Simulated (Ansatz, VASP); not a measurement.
LiBi2I2O2 in VASP and in Ansatz

```
Bi I O Li
1.0
     4.23282    0.00000    0.00000
     0.00000    4.23282    0.00000
     0.00000    0.00000    9.99994
Bi I O Li
2 2 2 1
Cartesian
  0.0000 2.1164 1.0818
  2.1164 0.0000 8.9182
  2.1164 0.0000 3.2250
  0.0000 2.1164 6.7750
  0.0000 0.0000 0.0000
  2.1164 2.1164 0.0000
  0.0000 0.0000 5.0000
```

Alike in both runs: task single point; functional PBEsol; dispersion D3(BJ); k mesh 6 × 6 × 3; occupations gaussian, width 0.05 eV; no spin polarisation.

|  | VASP | Ansatz |
| --- | --- | --- |
| version | VASP 6.6.1 | Ansatz 0.2.0 |
| potentials or method | VASP PAW PBE potentials, release 64 (Bi_d, I, O, Li_sv) | Ansatz PAW |
| plane-wave cutoff (eV) | 520 | 420 |
| valence electrons in the cell | 59 | 79 |

Ansatz gave:

| Property | Result |
| --- | --- |
| gap on the k mesh at the Fermi level (eV) | none |
| rms of the force components (eV/Å) | 0.078 |

Q: Which values does VASP return?

A: gap on the k mesh at the Fermi level (eV): none; rms of the force components (eV/Å): 0.072.

VASP's potentials were made for PBE, not for PBEsol. Atom by atom the forces differ by 0.010 eV/Å (rms over components). A gap of «none» marks a metal or a gap that the smearing closes. VASP's potentials hold 59 valence electrons a cell and Ansatz's 79, so a difference there can come from the potentials and not from the codes.

Spin-orbit coupling is off throughout. Noted on VASP's run: the cutoff is under 1.25 times that of the potentials, so the pressure is a little rough.
